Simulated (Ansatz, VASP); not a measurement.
This is a calculation of BiSbSe for Ansatz 0.2.0.

Contents of input.yaml:

```yaml
crystal:
  lattice:
    - [4.9110829347, 0.0, 0.0]
    - [-2.4555414724, 4.2531225796, 0.0]
    - [0.0, 0.0, 4.7946307111]
  atoms:
    - { symbol: Sb, position: [0.66666667, 0.33333333, 0.5] }
    - { symbol: Bi, position: [0.0, 0.0, 0.0] }
    - { symbol: Se, position: [0.33333333, 0.66666667, 0.5] }
kpoints:
  mp_grid: { grid: [7, 7, 6] }
scf:
  occupations: { method: fermi_dirac, width: 0.05 }
hamiltonian:
  xc: pbe
  pseudopotentials: { kind: all_electron, lapw: { basis_error: 0.001 } }
output:
  forces: true
  stress: true
  eigenvalues: true
```

Potentials or basis: all-electron LAPW, scalar-relativistic.

Launch:

```sh
$ ansatz run input.yaml --threads 2 --pin off --max-ram 6144MiB --backend cpu --events-out ev --progress --plain --runs-dir out
```

**Question.** Translate it to VASP 6.6.1. Potentials there: VASP PAW PBE potentials, release 64 (Sb, Bi_d, Se).

**Answer.** As run (the cutoff follows the program's own potentials):

INCAR

```
ALGO = Normal ; EDIFF = 1E-6
ENCUT = 520 ; GGA = PE
ISIF = 2 ; ISMEAR = -1
LASPH = T ; LCHARG = T
LELF = T ; LREAL = F
LVHAR = T ; LWAVE = F
NBANDS = 20 ; NELM = 100
PREC = Accurate ; SIGMA = 0.05
```

File KPOINTS:

```
k-points
0
Gamma
  7 7 6
```

The input POSCAR:

```
BiSbSe
1.0
    4.9110829347      0.0000000000      0.0000000000
   -2.4555414724      4.2531225796      0.0000000000
    0.0000000000      0.0000000000      4.7946307111
Sb Bi Se
1 1 1
Direct
    0.6666666700      0.3333333300      0.5000000000
    0.0000000000      0.0000000000      0.0000000000
    0.3333333300      0.6666666700      0.5000000000
```

Potentials or basis: VASP PAW PBE potentials, release 64 (Sb, Bi_d, Se).

The run is started by

```sh
$ cat potpaw_PBE.64/Sb/POTCAR potpaw_PBE.64/Bi_d/POTCAR potpaw_PBE.64/Se/POTCAR > POTCAR
$ mpirun -np 1 vasp_std > vasp.out
```

Both were run:

|  | VASP | Ansatz | Ansatz less VASP |
| --- | --- | --- | --- |
| gap on the k mesh at the Fermi level (eV) | none | none | - |
| pressure (GPa) | -3.3 | -3.2 | +0.07 |
| traceless stress, the component that is largest in VASP (GPa) | -3.12 | -3.14 | -0.021 |

A gap of «none» marks a metal or a gap that the smearing closes. Ansatz ran all-electron here, and VASP with PAW potentials.

Neither program's run includes spin-orbit coupling.
